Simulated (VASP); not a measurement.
A run of VASP 6.6.1:

INCAR

```
ALGO = Normal
EDIFF = 1E-7
ENCUT = 520
GGA = PE
ISIF = 2
ISMEAR = 0
LASPH = True
LCHARG = True
LELF = True
LREAL = False
LVHAR = True
LWAVE = False
NBANDS = 35
NELM = 60
PREC = Accurate
SIGMA = 0.02
```

Contents of KPOINTS:

```
k-points
0
Gamma
  10 10 10
```

Contents of POSCAR:

```
SnO2
1.0
   -2.0645473604      2.0645473604      5.2898017767
    2.0645473604     -2.0645473604      5.2898017767
    2.0645473604      2.0645473604     -5.2898017767
Sn O
2 4
Direct
    0.7500000000      0.2500000000      0.5000000000
    0.0000000000      0.0000000000      0.0000000000
    0.8000571187      0.8000571187      0.0000000000
    0.9499428813      0.4499428813      0.5000000000
    0.1999428813      0.1999428813      0.0000000000
    0.5500571187      0.0500571187      0.5000000000
```

Potentials or basis: VASP PAW PBE potentials, release 64 (Sn_d, O).

Run with:

```sh
$ cat potpaw_PBE.64/Sn_d/POTCAR potpaw_PBE.64/O/POTCAR > POTCAR
$ mpirun -np 1 vasp_std > vasp.out
```

Hardware: 1 thread of Intel(R) Xeon(R) 6975P-C (Granite Rapids) (shared host).

Task: Estimate the wall time of this run.

Result: Run time: 4.2 min on 1 thread of Intel(R) Xeon(R) 6975P-C (Granite Rapids), on a shared host, peak memory 0.48 GiB. Counts: scf iterations 16, k points 102.
